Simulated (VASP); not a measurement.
A run of VASP 6.6.1:

File POSCAR:

```
Sr
1.0
    0.0000000000      3.0564736283      3.0564736283
    3.0564736283      0.0000000000      3.0564736283
    3.0564736283      3.0564736283      0.0000000000
Sr
1
Direct
    0.0000000000      0.0000000000      0.0000000000
```

Contents of INCAR.step1:

```
ALGO = Normal
EDIFF = 1E-4
ENCUT = 520
GGA = PE
ISMEAR = -1
LASPH = T
LCHARG = F
LREAL = F
LWAVE = T
NBANDS = 11
NELM = 60
PREC = Accurate
SIGMA = 0.1
```

Contents of INCAR.step2:

```
ALGO = Normal
EDIFF = 1E-6
ENCUT = 520
ISIF = 2
ISMEAR = -1
ISTART = 1
LASPH = T
LCHARG = F
LMIXTAU = T
LREAL = F
LWAVE = F
METAGGA = R2SCAN
NBANDS = 11
NELM = 60
PREC = Accurate
SIGMA = 0.1
```

The input KPOINTS:

```
k-points
0
Gamma
  10 10 10
```

Potentials or basis: VASP PAW PBE potentials, release 64 (Sr_sv).

The run is started by

```console
$ cat potpaw_PBE.64/Sr_sv/POTCAR > POTCAR
$ cp INCAR.step1 INCAR
$ mpirun -np 1 vasp_std > vasp.out
$ cp INCAR.step2 INCAR
$ mpirun -np 1 vasp_std > vasp.out
```

Hardware: 1 thread of AMD EPYC 9R45 96-Core Processor (Zen 5), with other jobs on the host.

Question: Estimate the wall time of this run.

Answer: It took 58 s on 1 thread of AMD EPYC 9R45 96-Core Processor (Zen 5) (shared host), peak memory 0.17 GiB. Counts: k points 47.
